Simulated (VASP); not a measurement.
A run of VASP 6.6.1 is set up as follows.

The input INCAR:

```
PREC = Accurate
ENCUT = 520
EDIFF = 1E-6
ISMEAR = 0
SIGMA = 0.1
LREAL = False
LASPH = True
NELM = 80
ALGO = Normal
ISIF = 2
LWAVE = False
LCHARG = False
GGA = PE
NBANDS = 20
```

The input KPOINTS:

```
regular mesh
0
Gamma
  10 10 2
```

Contents of POSCAR:

```
Mg7Se
1.0
    3.0436245173     -1.7572926952      0.0059597835
    3.0436245173      1.7572926952      0.0059597835
   -0.0332259306      0.0000000000     18.1059414164
Mg Se
7 1
Direct
    0.6666568995      0.6666568995      0.3651650871
    0.0000000000      0.0000000000      0.5000000000
    0.3333431005      0.3333431005      0.6348349129
    0.3334037614      0.3334037614      0.9058161101
    1.0000679925      1.0000679925      0.7702185014
    0.6665962386      0.6665962386      0.0941838899
   -0.0000679925     -0.0000679925      0.2297814986
    0.0000000000      0.0000000000      0.0000000000
```

Potentials or basis: VASP PAW PBE potentials, release 64 (Mg, Se).

Command:

```bash
$ cat potpaw_PBE.64/Mg/POTCAR potpaw_PBE.64/Se/POTCAR > POTCAR
$ mpirun -np 1 vasp_std > vasp.out
```

Task: What does it give for the largest force?

Result: 0.005 eV/Å.

Task: Estimate the band gap on the k mesh.

Result: Zero (bands 10 and 11 overlap by 1.11 eV).

Task: What does it give for the pressure?

Result: -0.1 GPa.

Forces in eV/Å, atoms in the order of the input:
```
Mg   0.000  0.000  0.001
Mg   0.000  0.000  0.000
Mg   0.000  0.000 -0.001
Mg  -0.001  0.000  0.005
Mg   0.000  0.000  0.000
Mg   0.001  0.000 -0.005
Mg   0.000  0.000  0.000
Se   0.000  0.000  0.000
```
